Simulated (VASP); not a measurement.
# AlN (P6_3mc) in VASP: single point with PBE

Aim: the single point of AlN with PBE.

Program: VASP 6.6.1. These are calculated values, not measurements. Logs are shortened: lines on timing, memory, paths and dates and some standing lists are left out, and cuts for length are marked.

## (1) The cell of the first run

It takes space group P6_3mc (No. 186, hexagonal). The conventional cell has a = 3.113 Å, b = 3.113 Å, c = 4.981 Å, α = 90.00°, β = 90.00°, γ = 120.00°. Al (site symmetry 3m) has 4 N at 1.89 Å within 2.5 Å. Within 2.5 Å of N (site symmetry 3m) lie 4 Al at 1.89 Å.

## (2) Single point, PBE

File POSCAR:

```
AlN
1.0
    3.1130000000      0.0000000000      0.0000000000
   -1.5565000000      2.6959370800      0.0000000000
    0.0000000000      0.0000000000      4.9810000000
Al N
2 2
Direct
    0.3333333333      0.6666666667      0.0000000000
    0.6666666667      0.3333333333      0.5000000000
    0.3333333333      0.6666666667      0.3800000000
    0.6666666667      0.3333333333      0.8800000000
```

File INCAR.step1:

```
  PREC = Accurate
  ENCUT = 520
  EDIFF = 1E-6
  ISMEAR = 0
  SIGMA = 0.01
  LREAL = F
  LASPH = T
  NELM = 120
  ALGO = Normal
  ISIF = 2
  LWAVE = F
  LCHARG = T
  GGA = PE
  NBANDS = 16
  GGA_COMPAT = F
  NEDOS = 2001
  LORBIT = 11
```

File KPOINTS.step1:

```
Automatic mesh
0
Gamma
  7 7 4
```

File INCAR.step2:

```
  PREC = Accurate
  ENCUT = 520
  EDIFF = 1E-6
  ISMEAR = -5
  SIGMA = 0.01
  LREAL = F
  LASPH = T
  NELM = 120
  ALGO = Normal
  ISIF = 2
  LWAVE = F
  LCHARG = F
  GGA = PE
  LORBIT = 10
  NBANDS = 16
  NEDOS = 1001
  ICHARG = 11
  GGA_COMPAT = F
```

File KPOINTS.step2:

```
Automatic mesh
0
Gamma
  11 11 6
```

Potentials or basis: VASP PAW PBE potentials, release 64 (Al, N).

Run with:

```bash
$ cat potpaw_PBE.64/Al/POTCAR potpaw_PBE.64/N/POTCAR > POTCAR
$ cp INCAR.step1 INCAR
$ cp KPOINTS.step1 KPOINTS
$ mpirun -np 1 vasp_std > vasp.out
$ cp INCAR.step2 INCAR
$ cp KPOINTS.step2 KPOINTS
$ mpirun -np 1 vasp_std > vasp.out
```

OUTCAR:

```text
PREC = Accurate
   ENCUT = 520
   EDIFF = 1E-6
   ISMEAR = -5
   LREAL = F
   LASPH = T
   NELM = 120
   ISIF = 2
   GGA = PE
   LORBIT = 10
   ICHARG = 11

 ion  position               nearest neighbor table
   1  0.333  0.667  0.000-   3 1.89   4 1.89   4 1.89   4 1.89   2 3.07   2 3.07   2 3.07   2 3.07
                             2 3.07   2 3.07
   2  0.667  0.333  0.500-   4 1.89   3 1.89   3 1.89   3 1.89   1 3.07   1 3.07   1 3.07   1 3.07
                             1 3.07   1 3.07
   3  0.333  0.667  0.380-   1 1.89   2 1.89   2 1.89   2 1.89
   4  0.667  0.333  0.880-   2 1.89   1 1.89   1 1.89   1 1.89

  LATTYP: Found a hexagonal cell.
 ALAT       =     3.1130000000
 C/A-ratio  =     1.6000642467

  Lattice vectors:

 A1 = (   3.1130000000,   0.0000000000,   0.0000000000)
 A2 = (  -1.5565000000,   2.6959370800,   0.0000000000)
 A3 = (   0.0000000000,   0.0000000000,   4.9810000000)

Analysis of symmetry for initial positions (statically):
=====================================================================
 Subroutine PRICEL returns:
 Original cell was already a primitive cell.

 Routine SETGRP: Setting up the symmetry group for a
 hexagonal supercell.

 Subroutine GETGRP returns: Found 12 space group operations
 (whereof  6 operations were pure point group operations)
 out of a pool of 24 trial point group operations.

The static configuration has the point symmetry C_3v.
 The point group associated with its full space group is C_6v.

Analysis of symmetry for dynamics (positions and initial velocities):
=====================================================================
 Subroutine PRICEL returns:
 Original cell was already a primitive cell.

 Routine SETGRP: Setting up the symmetry group for a
 hexagonal supercell.

 Subroutine GETGRP returns: Found 12 space group operations
 (whereof  6 operations were pure point group operations)
 out of a pool of 24 trial point group operations.

The dynamic configuration has the point symmetry C_3v.
 The point group associated with its full space group is C_6v.

 Subroutine INISYM returns: Found 12 space group operations
 (whereof  6 operations are pure point group operations),
 and found     1 'primitive' translations

----------------------------------------------------------------------------------------

                                     Primitive cell

  volume of cell :      41.8028

  direct lattice vectors                    reciprocal lattice vectors
     3.113000000  0.000000000  0.000000000     0.321233537  0.185464269  0.000000000
    -1.556500000  2.695937080  0.000000000     0.000000000  0.370928538  0.000000000
     0.000000000  0.000000000  4.981000000     0.000000000  0.000000000  0.200762899

  length of vectors
     3.113000000  3.112999998  4.981000000     0.370928538  0.370928538  0.200762899

  position of ions in fractional coordinates (direct lattice)
     0.333333333  0.666666667  0.000000000
     0.666666667  0.333333333  0.500000000
     0.333333333  0.666666667  0.380000000
     0.666666667  0.333333333  0.880000000

  ion indices of the primitive-cell ions
   primitive index   ion index
                 1           1
                 2           2
                 3           3
                 4           4

----------------------------------------------------------------------------------------

 KPOINTS: Automatic mesh

Automatic generation of k-mesh.
 Grid dimensions read from file:
 generate k-points for:   11   11    6

 Generating k-lattice:

  Cartesian coordinates                     Fractional coordinates (reciprocal lattice)
     0.029203049  0.016860388  0.000000000     0.090909091 -0.000000000  0.000000000
     0.000000000  0.033720776  0.000000000     0.000000000  0.090909091  0.000000000
     0.000000000  0.000000000  0.033460483     0.000000000  0.000000000  0.166666667

  Length of vectors
     0.033720776  0.033720776  0.033460483

  Shift w.r.t. Gamma in fractional coordinates (k-lattice)
     0.000000000  0.000000000  0.000000000

 TETIRR: Found    759 inequivalent tetrahedra from     4356

 Subroutine IBZKPT returns following result:
 ===========================================

 Found     64 irreducible k-points:

 Following reciprocal coordinates:
            Coordinates               Weight
  0.000000  0.000000  0.000000      1.000000
  0.090909  0.000000  0.000000      6.000000
  0.181818  0.000000  0.000000      6.000000
  0.272727  0.000000  0.000000      6.000000
  0.363636  0.000000  0.000000      6.000000
  0.454545  0.000000  0.000000      6.000000
[... 16 lines left out ...]
  0.090909  0.090909  0.166667     12.000000
  0.181818  0.090909  0.166667     24.000000
 [... further k-points ...]
   k-points           NKPTS =     64   k-points in BZ     NKDIM =     64   number of bands    NBANDS=     16
   number of dos      NEDOS =   1001   number of ions     NIONS =      4
   total plane-waves  NPLWV =  23040
   dimension x,y,z NGX =    24 NGY =   24 NGZ =   40
   dimension x,y,z NGXF=    48 NGYF=   48 NGZF=   80
   ions per type =               2   2
   NGX,Y,Z   is equivalent  to a cutoff of  12.82, 12.82, 13.35 a.u.
   NGXF,Y,Z  is equivalent  to a cutoff of  25.63, 25.63, 26.70 a.u.
 SYSTEM =  unknown system
   PREC   = accura    normal or accurate (medium, high low for compatibility)
   ISTART =      0    job   : 0-new  1-cont  2-samecut
   ICHARG =     11    charge: 1-file 2-atom 10-const
   ISPIN  =      1    spin polarized calculation?
   LNONCOLLINEAR =      F non collinear calculations
   LSORBIT =      F    spin-orbit coupling
   LASPH  =      T    aspherical Exc in radial PAW
   ENCUT  =  520.0 eV  38.22 Ry    6.18 a.u.   5.79  5.79  9.26*2*pi/ulx,y,z
   NELM   =    120;   NELMIN=  2; NELMDL=  0     # of ELM steps
   EDIFF  = 0.1E-05   stopping-criterion for ELM
   LREAL  =      F    real-space projection
[... 7 lines left out ...]
   TEBEG  =    0.0;   TEEND  =   0.0 temperature during run
   PSTRESS=    0.0 pullay stress
   NELECT =      16.0000    total number of electrons
   NUPDOWN=      -1.0000    fix difference up-down
   EMIN   =  10.00;   EMAX   =-10.00  energy-range for DOS
   EFERMI =   0.00;   METHOD = LEGACY
   ISMEAR =    -5;   SIGMA  =   0.01  broadening in eV -4-tet -1-fermi 0-gaus
   EFERMI_NEDOS =   21; number of points for ismear=-14 and -15
   IALGO  =     38    algorithm
   IMIX   =      4    mixing-type and parameters
     AMIX     =   0.40;   BMIX     =  1.00
     AMIX_MAG =   1.60;   BMIX_MAG =  1.00
  volume/ion in A,a.u.               =      10.45        70.52
  Fermi-wavevector in a.u.,A,eV,Ry     =   1.188629  2.246183 19.222843  1.412839
  Thomas-Fermi vector in A             =   2.324754
   LORBIT       =     10    0 simple, 1 ext, 2 COOP (PROOUT), +10 PAW based schemes
   GGA     = PE    functional components
   LHFCALC =     F    Hartree Fock is set to
   AEXX    =    0.0000 exact exchange contribution
   IVDW    =     0    specifies the selected vdW correction
   LEPSILON=     F    determine dielectric tensor
   LRPA    =     F    only Hartree local field effects (RPA)
 non-spin polarized calculation
 Fermi weights with tetrahedron method with Bloechl corrections
  energy-cutoff  :      520.00
  volume of cell :       41.80
 maximum number of plane-waves:      1138
 NGX is ok and might be reduce to    24

 number of electron      15.9999997 magnetization

 Free energy of the ion-electron system (eV)
  ---------------------------------------------------
  ext. energy  EPLUGINS =         0.00000000
  ---------------------------------------------------
  free energy    TOTEN  =       -29.77127944 eV

  energy without entropy =      -29.77127944  energy(sigma->0) =      -29.77127944

 E-fermi :   6.1249     XC(G=0): -10.9068

 val. band max:        6.1217730684   @ k =   0.0000   0.0000   0.0000
 cond. band min:      10.3451732760   @ k =   0.0000   0.0000   0.0000
 fundamental gap:      4.2234002076
 Fermi energy:         6.1248841539

 k-point     1 :       0.0000    0.0000    0.0000
  band No.  band energies     occupation
      1      -9.0371      2.00000
      2      -6.8887      2.00000
      3       0.1489      2.00000
      4       5.2902      2.00000
      5       5.2902      2.00000
      6       5.9423      2.00000
[... 8 lines left out ...]
     15      19.2858      0.00000
     16      19.2858      0.00000

 k-point     2 :       0.0909    0.0000    0.0000
  band No.  band energies     occupation
      1      -8.9321      2.00000
      2      -6.8295      2.00000
      3       0.2739      2.00000
      4       4.8038      2.00000
      5       5.1526      2.00000
      6       5.4595      2.00000
[... 8 lines left out ...]
     15      19.3105      0.00000
     16      19.3452      0.00000

 k-point     3 :       0.1818    0.0000    0.0000
  band No.  band energies     occupation
      1      -8.6278      2.00000
      2      -6.6710      2.00000
      3       0.6413      2.00000
      4       3.6593      2.00000
      5       4.4781      2.00000
      6       4.8406      2.00000
[... 8 lines left out ...]
     15      18.4403      0.00000
     16      18.8482      0.00000

 k-point     4 :       0.2727    0.0000    0.0000
  band No.  band energies     occupation
      1      -8.1618      2.00000
      2      -6.4743      2.00000
      3       1.2233      2.00000
      4       2.3923      2.00000
      5       3.4403      2.00000
      6       4.5006      2.00000
[... 8 lines left out ...]
     15      18.2312      0.00000
     16      19.7330      0.00000
[... 324 lines left out ...]
 k-point    22 :       0.4545    0.0000    0.1667
  band No.  band energies     occupation
      1      -7.1003      2.00000
      2      -6.4076      2.00000
      3       0.6217      2.00000
      4       1.6825      2.00000
      5       3.0930      2.00000
      6       4.1581      2.00000
[... 8 lines left out ...]
     15      18.5265      0.00000
     16      21.2839      0.00000

 k-point    23 :       0.0909    0.0909    0.1667
  band No.  band energies     occupation
      1      -8.6253      2.00000
      2      -6.9073      2.00000
      3       0.8297      2.00000
      4       4.2468      2.00000
      5       4.2828      2.00000
      6       5.0658      2.00000
[... 8 lines left out ...]
     15      18.6820      0.00000
     16      19.3931      0.00000

 k-point    24 :       0.1818    0.0909    0.1667
  band No.  band energies     occupation
      1      -8.2457      2.00000
      2      -6.6996      2.00000
      3       1.1792      2.00000
      4       3.1248      2.00000
      5       3.5245      2.00000
      6       4.6394      2.00000
[... 8 lines left out ...]
     15      18.5631      0.00000
     16      19.6376      0.00000

 [... further k-points ...]
[... 5 lines left out ...]
  --------------------------------------------------------------------------------------
  -------------------------------------------------------------------------------------
  Total        0.7551595      0.7551595      1.1880144      0.0000000      0.0000000      0.0000000
  in kB       28.9430193     28.9430193     45.5330636      0.0000000      0.0000000      0.0000000
  external PRESSURE =      34.4730341 kB  Pullay stress =       0.0000000 kB

 VOLUME and BASIS-vectors are now :
 -----------------------------------------------------------------------------
  energy-cutoff  :      520.00
  volume of cell :       41.80
      direct lattice vectors                 reciprocal lattice vectors
     3.113000000  0.000000000  0.000000000     0.321233537  0.185464269  0.000000000
    -1.556500000  2.695937080  0.000000000     0.000000000  0.370928538  0.000000000
     0.000000000  0.000000000  4.981000000     0.000000000  0.000000000  0.200762899

 POSITION                                       TOTAL-FORCE (eV/Angst)
 -----------------------------------------------------------------------------------
     -0.00000      1.79729      0.00000        -0.000000      0.000000     -0.128891
      1.55650      0.89865      2.49050        -0.000000      0.000000     -0.128891
     -0.00000      1.79729      1.89278        -0.000000      0.000000      0.128891
      1.55650      0.89865      4.38328         0.000000     -0.000000      0.128891
 -----------------------------------------------------------------------------------
    total drift:                               -0.000000     -0.000000      0.000457

  FREE ENERGIE OF THE ION-ELECTRON SYSTEM (eV)
  ---------------------------------------------------
  free  energy   TOTEN  =       -29.7712794423 eV

  energy  without entropy=      -29.7712794423  energy(sigma->0) =      -29.77127944

 total charge

# of ion       s       p       d       tot
------------------------------------------
    1        0.369   0.440   0.000   0.809
    2        0.369   0.440   0.000   0.809
    3        1.223   2.641   0.000   3.863
    4        1.223   2.641   0.000   3.863
--------------------------------------------------
tot          3.183   6.162   0.000   9.344
```

Run time: 23 s. Hardware: 1 thread of Intel Xeon Platinum 8488C (Sapphire Rapids), shared host; peak memory 0.16 GiB.

What came out:

```yaml
Valence_electrons_inside_the_program's_atomic_spheres: Al 0.81; N 3.86
```

Levels at points of the mesh, in eV from the valence-band top:
```csv
k point,band 5,band 6,band 7,band 8,band 9,band 10,band 11,band 12
"(0.00, 0.00, 0.00)",-0.83,-0.18,-0.18,0.00,4.22,6.66,10.61,11.17
"(0.00, 0.00, 0.50)",-0.52,-0.52,-0.52,-0.52,6.47,6.47,10.34,10.34
```
